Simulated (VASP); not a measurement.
CaO:

```
CELL_PARAMETERS angstrom
0.00000 2.39755 2.39755
2.39755 0.00000 2.39755
2.39755 2.39755 0.00000
ATOMIC_POSITIONS crystal
Ca 0.00000 0.00000 0.00000
O 0.50000 0.50000 0.50000
```

Base run:

- Program: VASP 6.6.1
- Functional: r2SCAN
- Potentials or basis: VASP PAW PBE potentials, release 64 (Ca_sv, O)
- Cutoff: 520 eV
- k mesh: 6 × 6 × 6
- Occupations: gaussian, width 0.01 eV
- Spin: no spin polarisation

Its results: band gap on the k mesh 4.19 eV, indirect (least direct gap 4.56 eV); pressure 1.1 GPa.

Question: After a change of settings the same cell gave: band gap on the k mesh 3.63 eV, indirect (least direct gap 4.01 eV); pressure 3.1 GPa. Which change was it?
A. functional from r2SCAN to PBE
B. functional from r2SCAN to HSE06
C. functional from r2SCAN to PBE0; further incar settings from ALGO = Normal; EDIFF = 1e-07; NBANDS = 15 to ALGO = Normal; EDIFF = 1e-06; NBANDS = 15

Answer: A.

r2SCAN gives the wider gap, since meta-GGAs in the generalised Kohn-Sham scheme recover part of the derivative discontinuity.

Caveats: the PAW data sets were made with another functional, which shifts forces and pressure a little (some runs).
